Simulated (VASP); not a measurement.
# Sr (Pm-3m) in VASP: single point with PBEsol

Aim: the single point of Sr with PBEsol.

Everything below comes from runs of VASP 6.6.1. Logs are shortened: lines on timing, memory, paths and dates and some standing lists are left out, and cuts for length are marked.

## (1) The cell of the first run

The structure is cubic, space group Pm-3m (No. 221). Conventional cell: a = 3.634 Å, b = 3.634 Å, c = 3.634 Å, α = 90.00°, β = 90.00°, γ = 90.00°. Sr (site symmetry m-3m) has 6 Sr at 3.63 Å within 4.8 Å.

This isn't the form of Sr at room conditions, which is fcc.

## (2) Single point, PBEsol (Ca replaced by Sr, lengths x 1.065, strained)

The input, INCAR:

```
SYSTEM = Sr
ALGO = Normal
EDIFF = 1E-6
ENCUT = 520
GGA = PS
ISIF = 2
ISMEAR = 0
LASPH = .True.
LCHARG = .False.
LREAL = .False.
LWAVE = .False.
NBANDS = 11
NELM = 60
PREC = Accurate
SIGMA = 0.1
```

The input, KPOINTS:

```
k-points
0
Gamma
  6 6 6
  0 0 0
```

The input, POSCAR:

```
Sr
1.0
    3.6344273476      0.0000000000      0.0000000000
    0.0000000000      3.6344273476      0.0000000000
    0.0000000000      0.0000000000      3.6344273476
Sr
1
Direct
    0.0000000000      0.0000000000      0.0000000000
```

Potentials or basis: VASP PAW PBE potentials, release 64 (Sr_sv).

Started as:

```console
cat potpaw_PBE.64/Sr_sv/POTCAR > POTCAR
mpirun -np 1 vasp_std > vasp.out
```

OUTCAR:

```text
SYSTEM = Sr
   EDIFF = 1E-6
   ENCUT = 520
   GGA = PS
   ISIF = 2
   ISMEAR = 0
   LASPH = .True.
   LREAL = .False.
   NELM = 60
   PREC = Accurate

 ion  position               nearest neighbor table
   1  0.000  0.000  0.000-

  LATTYP: Found a simple cubic cell.
 ALAT       =     3.6344273476

  Lattice vectors:

 A1 = (   3.6344273476,   0.0000000000,   0.0000000000)
 A2 = (   0.0000000000,   3.6344273476,   0.0000000000)
 A3 = (   0.0000000000,   0.0000000000,   3.6344273476)

Analysis of symmetry for initial positions (statically):
=====================================================================
 Subroutine PRICEL returns:
 Original cell was already a primitive cell.

 Routine SETGRP: Setting up the symmetry group for a
 simple cubic supercell.

 Subroutine GETGRP returns: Found 48 space group operations
 (whereof 48 operations were pure point group operations)
 out of a pool of 48 trial point group operations.

The static configuration has the point symmetry O_h .

Analysis of symmetry for dynamics (positions and initial velocities):
=====================================================================
 Subroutine PRICEL returns:
 Original cell was already a primitive cell.

 Routine SETGRP: Setting up the symmetry group for a
 simple cubic supercell.

 Subroutine GETGRP returns: Found 48 space group operations
 (whereof 48 operations were pure point group operations)
 out of a pool of 48 trial point group operations.

The dynamic configuration has the point symmetry O_h .

 Subroutine INISYM returns: Found 48 space group operations
 (whereof 48 operations are pure point group operations),
 and found     1 'primitive' translations

----------------------------------------------------------------------------------------

                                     Primitive cell

  volume of cell :      48.0074

  direct lattice vectors                    reciprocal lattice vectors
     3.634427348  0.000000000  0.000000000     0.275146510  0.000000000  0.000000000
     0.000000000  3.634427348  0.000000000     0.000000000  0.275146510  0.000000000
     0.000000000  0.000000000  3.634427348     0.000000000  0.000000000  0.275146510

  length of vectors
     3.634427348  3.634427348  3.634427348     0.275146510  0.275146510  0.275146510

[... 76 lines left out ...]
   NSW    =      0    number of steps for IOM
   IBRION =     -1    ionic relax: 0-MD 1-quasi-New 2-CG
   NFREE  =      0    steps in history (QN), initial steepest desc. (CG)
   ISIF   =      2    stress and relaxation
   ISYM   =      2    0-nonsym 1-usesym 2-fastsym
   POTIM  = 0.5000    time-step for ionic-motion
   TEBEG  =    0.0;   TEEND  =   0.0 temperature during run
   PSTRESS=    0.0 pullay stress
   NELECT =      10.0000    total number of electrons
   NUPDOWN=      -1.0000    fix difference up-down
   EMIN   =  10.00;   EMAX   =-10.00  energy-range for DOS
   EFERMI =   0.00;   METHOD = LEGACY
   ISMEAR =     0;   SIGMA  =   0.10  broadening in eV -4-tet -1-fermi 0-gaus
   EFERMI_NEDOS =   21; number of points for ismear=-14 and -15
   IALGO  =     38    algorithm
   IMIX   =      4    mixing-type and parameters
     AMIX     =   0.40;   BMIX     =  1.00
     AMIX_MAG =   1.60;   BMIX_MAG =  1.00
  volume/ion in A,a.u.               =      48.01       323.97
  Fermi-wavevector in a.u.,A,eV,Ry     =   0.970448  1.833880 12.813544  0.941769
  Thomas-Fermi vector in A             =   2.100584
   LORBIT       =      0    0 simple, 1 ext, 2 COOP (PROOUT), +10 PAW based schemes
   GGA     = PS    functional components
   LHFCALC =     F    Hartree Fock is set to
   AEXX    =    0.0000 exact exchange contribution
   IVDW    =     0    specifies the selected vdW correction
   LEPSILON=     F    determine dielectric tensor
   LRPA    =     F    only Hartree local field effects (RPA)
 non-spin polarized calculation
 Gauss-broadening in eV      SIGMA  =   0.10
  energy-cutoff  :      520.00
  volume of cell :       48.01
 maximum number of plane-waves:      1328
 NGX is ok and might be reduce to    28
   NGX = 13   NGY = 13   NGZ = 13

 number of electron      10.0000000 magnetization

 Free energy of the ion-electron system (eV)
  ---------------------------------------------------
  ext. energy  EPLUGINS =         0.00000000
  ---------------------------------------------------
  free energy    TOTEN  =        -1.42732804 eV

  energy without entropy =       -1.41936176  energy(sigma->0) =       -1.42334490

 E-fermi :   1.7029     XC(G=0):  -7.8542

 val. band max:        1.6613473736   @ k =   0.5000   0.1667   0.0000
 cond. band min:       1.7898753717   @ k =   0.5000   0.3333   0.3333
 fundamental gap:      0.1285279982
 Fermi energy:         1.7029455907

 k-point     1 :       0.0000    0.0000    0.0000
  band No.  band energies     occupation
      1     -34.6916      2.00000
      2     -16.4842      2.00000
      3     -16.4842      2.00000
      4     -16.4842      2.00000
      5      -1.8076      2.00000
      6       2.4306      0.00000
      7       2.4306      0.00000
      8       7.4809      0.00000
      9       7.4809      0.00000
     10       7.4809      0.00000
     11      10.2182      0.00000
[... 253 lines left out ...]
 k-point    20 :       0.5000    0.5000    0.5000
  band No.  band energies     occupation
      1     -34.5824      2.00000
      2     -16.8370      2.00000
      3     -16.8370      2.00000
      4     -16.8370      2.00000
      5       2.2216      0.00000
      6       2.2216      0.00000
      7       2.2216      0.00000
      8       6.5986      0.00000
      9       8.1201      0.00000
     10       8.1201      0.00000
     11       8.1201      0.00000

------------------------ aborting loop because EDIFF is reached ----------------------------------------

  FORCE on cell =-STRESS in cart. coord.  units (eV):
  Direction    XX          YY          ZZ          XY          YZ          ZX
  --------------------------------------------------------------------------------------
  -------------------------------------------------------------------------------------
  Total        0.4181049      0.4181049      0.4181049     -0.0000000      0.0000000      0.0000000
  in kB       13.9536525     13.9536525     13.9536525     -0.0000000      0.0000000      0.0000000
  external PRESSURE =      13.9536525 kB  Pullay stress =       0.0000000 kB

 VOLUME and BASIS-vectors are now :
 -----------------------------------------------------------------------------
  energy-cutoff  :      520.00
  volume of cell :       48.01
      direct lattice vectors                 reciprocal lattice vectors
     3.634427348  0.000000000  0.000000000     0.275146510  0.000000000  0.000000000
     0.000000000  3.634427348  0.000000000     0.000000000  0.275146510  0.000000000
     0.000000000  0.000000000  3.634427348     0.000000000  0.000000000  0.275146510

 POSITION                                       TOTAL-FORCE (eV/Angst)
 -----------------------------------------------------------------------------------
      0.00000      0.00000      0.00000         0.000000      0.000000      0.000000
 -----------------------------------------------------------------------------------
    total drift:                               -0.000000      0.000000     -0.000000

  FREE ENERGIE OF THE ION-ELECTRON SYSTEM (eV)
  ---------------------------------------------------
  free  energy   TOTEN  =        -1.4273280448 eV

  energy  without entropy=       -1.4193617575  energy(sigma->0) =       -1.42334490
```

OSZICAR:

```text
N       E                     dE             d eps       ncg     rms          rms(c)
DAV:   1     0.365671545403E+02    0.36567E+02   -0.48736E+03   440   0.805E+02
DAV:   2     0.256603462958E+00   -0.36311E+02   -0.35520E+02   512   0.153E+02
DAV:   3    -0.137186347967E+01   -0.16285E+01   -0.15947E+01   612   0.240E+01
DAV:   4    -0.144246777262E+01   -0.70604E-01   -0.70507E-01   602   0.459E+00
DAV:   5    -0.144439628897E+01   -0.19285E-02   -0.19284E-02   648   0.507E-01    0.133E+01
DAV:   6    -0.143401927537E+01    0.10377E-01   -0.86464E-03   632   0.877E-01    0.767E+00
DAV:   7    -0.142717292131E+01    0.68464E-02   -0.19448E-02   615   0.120E+00    0.204E-01
DAV:   8    -0.142730220055E+01   -0.12928E-03   -0.78245E-04   687   0.166E-01    0.917E-02
DAV:   9    -0.142732778926E+01   -0.25589E-04   -0.28373E-05   561   0.435E-02    0.408E-02
DAV:  10    -0.142732804477E+01   -0.25551E-06   -0.41904E-06   566   0.156E-02
   1 F= -.14273280E+01 E0= -.14233449E+01  d E =-.796629E-02
```

stdout:

```text
POSCAR found type information on POSCAR Sr
 POSCAR found :  1 types and       1 ions
 scaLAPACK will be used
 -----------------------------------------------------------------------------
|                                                                             |
|                                                                             |
|     You enforced a specific xc type in the INCAR file but a different       |
|     I HOPE YOU KNOW WHAT YOU ARE DOING!                                     |
|                                                                             |
 -----------------------------------------------------------------------------

 LDA part: xc-table for (Slater+PW92), standard interpolation
 POSCAR, INCAR and KPOINTS ok, starting setup
 FFT: planning ... GRIDC
 FFT: planning ... GRID_SOFT
 FFT: planning ... GRID
 WAVECAR not read
 entering main loop
```

It took 5.1 s on 1 thread of Intel Xeon Platinum 8488C (Sapphire Rapids), shared host; peak memory 0.15 GiB.

What came out:

```
Free energy            : -1.4273 eV
Pressure               : 1.4 GPa
Band gap on the k mesh : zero (bands 5 and 6 overlap by 0.58 eV)
```

Caveat: the cell differs from its parent crystal (Ca replaced by Sr, lengths x 1.065, strained); the PAW data sets were made with another functional, which shifts forces and pressure a little.
